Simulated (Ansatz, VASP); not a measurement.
## Nb16N in VASP and in Ansatz

```
CELL_PARAMETERS angstrom
6.60000 0.00000 0.00000
0.00000 6.60000 0.00000
0.00000 0.00000 6.60000
ATOMIC_POSITIONS crystal
Nb 0.99264 0.00038 0.99807
Nb 0.49280 0.00035 0.95588
Nb 0.99264 0.50035 0.00605
Nb 0.99263 0.00038 0.50199
Nb 0.24876 0.24409 0.25005
Nb 0.49278 0.50031 0.99809
Nb 0.49277 0.00036 0.54415
Nb 0.73636 0.24406 0.25003
Nb 0.99261 0.50035 0.49404
Nb 0.24887 0.75652 0.25005
Nb 0.23255 0.26063 0.75006
Nb 0.49273 0.50031 0.50198
Nb 0.73639 0.75647 0.25002
Nb 0.75297 0.26061 0.75002
Nb 0.23255 0.74018 0.75006
Nb 0.75296 0.74018 0.75001
N 0.49228 0.00029 0.25000
```

Alike in both runs: functional PBEsol; k mesh 2 × 2 × 2; occupations fermi-dirac, width 0.05 eV; no spin polarisation.

Ansatz relaxed the structure, and its values are those at the end. VASP's run is a single point on that final structure, the one shown.

```csv
,VASP,Ansatz
version,VASP 6.6.1,Ansatz 0.2.0
potentials or method,"VASP PAW PBE potentials, release 64 (Nb_sv, N), cutoff 520 eV","scalar-relativistic, plane waves, PAW"
valence electrons in the cell,213,213
```

```csv
,VASP,Ansatz,Ansatz less VASP
rms of the force components (eV/Å),0.007,0.003,-0.0039
```

VASP's potentials were made for PBE, not for PBEsol.

The k mesh is coarse, so the values compare programs but aren't converged.
